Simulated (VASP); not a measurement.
# AlCo (Pm-3m) in VASP: single point with PBEsol

Aim: the single point of AlCo with PBEsol.

All numbers are computed with VASP 6.6.1; they aren't measurements. Logs are shortened: lines on timing, memory, paths and dates and some standing lists are left out, and cuts for length are marked.

## 1. The cell of the first run

Symmetry: Pm-3m, No. 221, cubic system. The conventional cell has a = 2.823 Å, b = 2.823 Å, c = 2.823 Å, α = 90.00°, β = 90.00°, γ = 90.00°. Within 3.2 Å of Al (site symmetry m-3m) lie 8 Co at 2.45 Å and 6 Al at 2.82 Å. Co (site symmetry m-3m) has 8 Al at 2.45 Å and 6 Co at 2.82 Å within 3.2 Å.

## 2. Single point, PBEsol

Input file INCAR:

```
SYSTEM = AlCo
  ALGO = Normal
  EDIFF = 1E-6
  ENCUT = 520
  GGA = PS
  ISIF = 2
  ISMEAR = -1
  LASPH = .True.
  LCHARG = .False.
  LREAL = .False.
  LWAVE = .False.
  NBANDS = 13
  NELM = 60
  PREC = Accurate
  SIGMA = 0.1
```

Input file KPOINTS:

```
k-points
0
Gamma
  12 12 12
  0 0 0
```

Input file POSCAR:

```
AlCo
1.0
    2.8234353789      0.0000000000      0.0000000000
    0.0000000000      2.8234353789      0.0000000000
    0.0000000000      0.0000000000      2.8234353789
Al Co
1 1
Direct
    0.0000000000      0.0000000000      0.0000000000
    0.5000000000      0.5000000000      0.5000000000
```

Potentials or basis: VASP PAW PBE potentials, release 64 (Al, Co).

Started as:

```sh
cat potpaw_PBE.64/Al/POTCAR potpaw_PBE.64/Co/POTCAR > POTCAR
mpirun -np 1 vasp_std > vasp.out
```

OUTCAR:

```text
SYSTEM = AlCo
   EDIFF = 1E-6
   ENCUT = 520
   GGA = PS
   ISIF = 2
   ISMEAR = -1
   LASPH = .True.
   LREAL = .False.
   NELM = 60
   PREC = Accurate

 ion  position               nearest neighbor table
   1  0.000  0.000  0.000-   2 2.45   2 2.45   2 2.45   2 2.45   2 2.45   2 2.45   2 2.45   2 2.45

   2  0.500  0.500  0.500-   1 2.45   1 2.45   1 2.45   1 2.45   1 2.45   1 2.45   1 2.45   1 2.45

  LATTYP: Found a simple cubic cell.
 ALAT       =     2.8234353789

  Lattice vectors:

 A1 = (   2.8234353789,   0.0000000000,   0.0000000000)
 A2 = (   0.0000000000,   2.8234353789,   0.0000000000)
 A3 = (   0.0000000000,   0.0000000000,   2.8234353789)

Analysis of symmetry for initial positions (statically):
=====================================================================
 Subroutine PRICEL returns:
 Original cell was already a primitive cell.

 Routine SETGRP: Setting up the symmetry group for a
 simple cubic supercell.

 Subroutine GETGRP returns: Found 48 space group operations
 (whereof 48 operations were pure point group operations)
 out of a pool of 48 trial point group operations.

The static configuration has the point symmetry O_h .

Analysis of symmetry for dynamics (positions and initial velocities):
=====================================================================
 Subroutine PRICEL returns:
 Original cell was already a primitive cell.

 Routine SETGRP: Setting up the symmetry group for a
 simple cubic supercell.

 Subroutine GETGRP returns: Found 48 space group operations
 (whereof 48 operations were pure point group operations)
 out of a pool of 48 trial point group operations.

The dynamic configuration has the point symmetry O_h .

 Subroutine INISYM returns: Found 48 space group operations
 (whereof 48 operations are pure point group operations),
 and found     1 'primitive' translations

----------------------------------------------------------------------------------------

                                     Primitive cell

  volume of cell :      22.5078

  direct lattice vectors                    reciprocal lattice vectors
     2.823435379  0.000000000  0.000000000     0.354178462  0.000000000  0.000000000
     0.000000000  2.823435379  0.000000000     0.000000000  0.354178462  0.000000000
     0.000000000  0.000000000  2.823435379     0.000000000  0.000000000  0.354178462

  length of vectors
     2.823435379  2.823435379  2.823435379     0.354178462  0.354178462  0.354178462

  position of ions in fractional coordinates (direct lattice)
     0.000000000  0.000000000  0.000000000
     0.500000000  0.500000000  0.500000000

  ion indices of the primitive-cell ions
   primitive index   ion index
                 1           1
                 2           2

----------------------------------------------------------------------------------------

 KPOINTS: k-points

Automatic generation of k-mesh.
 Grid dimensions read from file:
 generate k-points for:   12   12   12

 Generating k-lattice:

  Cartesian coordinates                     Fractional coordinates (reciprocal lattice)
     0.029514872  0.000000000  0.000000000     0.083333333  0.000000000  0.000000000
     0.000000000  0.029514872  0.000000000     0.000000000  0.083333333  0.000000000
     0.000000000  0.000000000  0.029514872     0.000000000  0.000000000  0.083333333

  Length of vectors
     0.029514872  0.029514872  0.029514872

  Shift w.r.t. Gamma in fractional coordinates (k-lattice)
     0.000000000  0.000000000  0.000000000

 Subroutine IBZKPT returns following result:
 ===========================================

 Found     84 irreducible k-points:

 Following reciprocal coordinates:
            Coordinates               Weight
  0.000000  0.000000  0.000000      1.000000
  0.083333  0.000000  0.000000      6.000000
  0.166667  0.000000  0.000000      6.000000
  0.250000  0.000000  0.000000      6.000000
  0.333333  0.000000  0.000000      6.000000
  0.416667  0.000000  0.000000      6.000000
[... 16 lines left out ...]
  0.333333  0.333333  0.000000     12.000000
  0.416667  0.333333  0.000000     24.000000
 [... further k-points ...]
   k-points           NKPTS =     84   k-points in BZ     NKDIM =     84   number of bands    NBANDS=     13
   number of dos      NEDOS =    301   number of ions     NIONS =      2
   total plane-waves  NPLWV =  13824
   dimension x,y,z NGX =    24 NGY =   24 NGZ =   24
   dimension x,y,z NGXF=    48 NGYF=   48 NGZF=   48
   ions per type =               1   1
   NGX,Y,Z   is equivalent  to a cutoff of  14.13, 14.13, 14.13 a.u.
   NGXF,Y,Z  is equivalent  to a cutoff of  28.26, 28.26, 28.26 a.u.
 SYSTEM =  AlCo
   PREC   = accura    normal or accurate (medium, high low for compatibility)
   ISTART =      0    job   : 0-new  1-cont  2-samecut
   ICHARG =      2    charge: 1-file 2-atom 10-const
   ISPIN  =      1    spin polarized calculation?
   LNONCOLLINEAR =      F non collinear calculations
   LSORBIT =      F    spin-orbit coupling
   LASPH  =      T    aspherical Exc in radial PAW
   ENCUT  =  520.0 eV  38.22 Ry    6.18 a.u.   5.25  5.25  5.25*2*pi/ulx,y,z
   NELM   =     60;   NELMIN=  2; NELMDL= -5     # of ELM steps
   EDIFF  = 0.1E-05   stopping-criterion for ELM
   LREAL  =      F    real-space projection
   EDIFFG = 0.1E-04   stopping-criterion for IOM
   NSW    =      0    number of steps for IOM
   IBRION =     -1    ionic relax: 0-MD 1-quasi-New 2-CG
   NFREE  =      0    steps in history (QN), initial steepest desc. (CG)
   ISIF   =      2    stress and relaxation
   ISYM   =      2    0-nonsym 1-usesym 2-fastsym
   POTIM  = 0.5000    time-step for ionic-motion
   TEBEG  =    0.0;   TEEND  =   0.0 temperature during run
   PSTRESS=    0.0 pullay stress
   NELECT =      12.0000    total number of electrons
   NUPDOWN=      -1.0000    fix difference up-down
   EMIN   =  10.00;   EMAX   =-10.00  energy-range for DOS
   EFERMI =   0.00;   METHOD = LEGACY
   ISMEAR =    -1;   SIGMA  =   0.10  broadening in eV -4-tet -1-fermi 0-gaus
   EFERMI_NEDOS =   21; number of points for ismear=-14 and -15
   IALGO  =     38    algorithm
   IMIX   =      4    mixing-type and parameters
     AMIX     =   0.40;   BMIX     =  1.00
     AMIX_MAG =   1.60;   BMIX_MAG =  1.00
  volume/ion in A,a.u.               =      11.25        75.95
  Fermi-wavevector in a.u.,A,eV,Ry     =   1.327468  2.508551 23.975796  1.762171
  Thomas-Fermi vector in A             =   2.456778
   LORBIT       =      0    0 simple, 1 ext, 2 COOP (PROOUT), +10 PAW based schemes
   GGA     = PS    functional components
   LHFCALC =     F    Hartree Fock is set to
   AEXX    =    0.0000 exact exchange contribution
   IVDW    =     0    specifies the selected vdW correction
   LEPSILON=     F    determine dielectric tensor
   LRPA    =     F    only Hartree local field effects (RPA)
 non-spin polarized calculation
  energy-cutoff  :      520.00
  volume of cell :       22.51
 maximum number of plane-waves:       624
 NGX is ok and might be reduce to    24
   NGX = 11   NGY = 11   NGZ = 11

 number of electron      11.9999996 magnetization

 Free energy of the ion-electron system (eV)
  ---------------------------------------------------
  ext. energy  EPLUGINS =         0.00000000
  ---------------------------------------------------
  free energy    TOTEN  =       -13.09519878 eV

  energy without entropy =      -13.06682509  energy(sigma->0) =      -13.08101193

 E-fermi :  10.7796     XC(G=0): -12.5223

 val. band max:       10.7034370639   @ k =   0.5000   0.4167   0.0833
 cond. band min:      10.8079201859   @ k =   0.4167   0.4167   0.0000
 fundamental gap:      0.1044831220
 Fermi energy:        10.7795950357

 k-point     1 :       0.0000    0.0000    0.0000
  band No.  band energies     occupation
      1      -0.4329      2.00000
      2       7.7157      2.00000
      3       7.7157      2.00000
      4       9.9763      1.99935
      5       9.9763      1.99935
      6       9.9763      1.99935
      7      16.9313      0.00000
      8      16.9313      0.00000
      9      16.9313      0.00000
     10      19.6962      0.00000
     11      19.6962      0.00000
     12      26.5141      0.00000
     13      32.7674      0.00000

 k-point     2 :       0.0833    0.0000    0.0000
  band No.  band energies     occupation
      1      -0.2986      2.00000
      2       7.7035      2.00000
      3       7.7535      2.00000
      4       9.9028      1.99969
      5       9.9028      1.99969
      6       9.9841      1.99930
      7      15.7417      0.00000
      8      17.1186      0.00000
      9      17.1186      0.00000
     10      19.6748      0.00000
     11      20.7923      0.00000
     12      26.9413      0.00000
     13      31.3889      0.00000

 k-point     3 :       0.1667    0.0000    0.0000
  band No.  band energies     occupation
      1       0.1012      2.00000
      2       7.6143      2.00000
      3       7.8591      2.00000
      4       9.7138      1.99995
      5       9.7138      1.99995
      6      10.0055      1.99913
      7      13.9274      0.00000
      8      17.6506      0.00000
      9      17.6506      0.00000
     10      19.6125      0.00000
     11      22.2984      0.00000
     12      28.2809      0.00000
     13      29.3439      0.00000
[... 305 lines left out ...]
 k-point    23 :       0.3333    0.3333    0.0000
  band No.  band energies     occupation
      1       3.4913      2.00000
      2       7.1003      2.00000
      3       7.9247      2.00000
      4       8.8471      2.00000
      5       9.3725      2.00000
      6       9.4515      2.00000
      7      11.4935      0.00159
      8      14.0463      0.00000
      9      17.6581      0.00000
     10      21.7760      0.00000
     11      23.7492      0.00000
     12      26.5091      0.00000
     13      27.5467      0.00000

 k-point    24 :       0.4167    0.3333    0.0000
  band No.  band energies     occupation
      1       4.3706      2.00000
      2       6.5650      2.00000
      3       8.1595      2.00000
      4       8.7565      2.00000
      5       9.2694      2.00000
      6       9.4515      2.00000
      7      11.0355      0.14370
      8      14.3022      0.00000
      9      16.3104      0.00000
     10      22.7651      0.00000
     11      24.3179      0.00000
     12      25.4819      0.00000
     13      27.4443      0.00000

 [... further k-points ...]

------------------------ aborting loop because EDIFF is reached ----------------------------------------

  FORCE on cell =-STRESS in cart. coord.  units (eV):
  Direction    XX          YY          ZZ          XY          YZ          ZX
  --------------------------------------------------------------------------------------
  -------------------------------------------------------------------------------------
  Total        0.0175620      0.0175620      0.0175620     -0.0000000     -0.0000000     -0.0000000
  in kB        1.2501177      1.2501177      1.2501177     -0.0000000     -0.0000000     -0.0000000
  external PRESSURE =       1.2501177 kB  Pullay stress =       0.0000000 kB

 VOLUME and BASIS-vectors are now :
 -----------------------------------------------------------------------------
  energy-cutoff  :      520.00
  volume of cell :       22.51
      direct lattice vectors                 reciprocal lattice vectors
     2.823435379  0.000000000  0.000000000     0.354178462  0.000000000  0.000000000
     0.000000000  2.823435379  0.000000000     0.000000000  0.354178462  0.000000000
     0.000000000  0.000000000  2.823435379     0.000000000  0.000000000  0.354178462

 POSITION                                       TOTAL-FORCE (eV/Angst)
 -----------------------------------------------------------------------------------
      0.00000      0.00000      0.00000         0.000000      0.000000      0.000000
      1.41172      1.41172      1.41172         0.000000      0.000000      0.000000
 -----------------------------------------------------------------------------------
    total drift:                                0.000000     -0.000000     -0.000000

  FREE ENERGIE OF THE ION-ELECTRON SYSTEM (eV)
  ---------------------------------------------------
  free  energy   TOTEN  =       -13.0951987796 eV

  energy  without entropy=      -13.0668250859  energy(sigma->0) =      -13.08101193
```

Wall time 20 s (1 thread of Intel Xeon 8259CL, shared host); peak memory 0.16 GiB.

What came out:

```
Free energy            : -13.0952 eV
Pressure               : 0.1 GPa
Band gap on the k mesh : zero (band 6 reaches 13.19 eV, above the bottom of band 7 at 10.56 eV)
```

Caveat: the PAW data sets were made with another functional, which shifts forces and pressure a little.
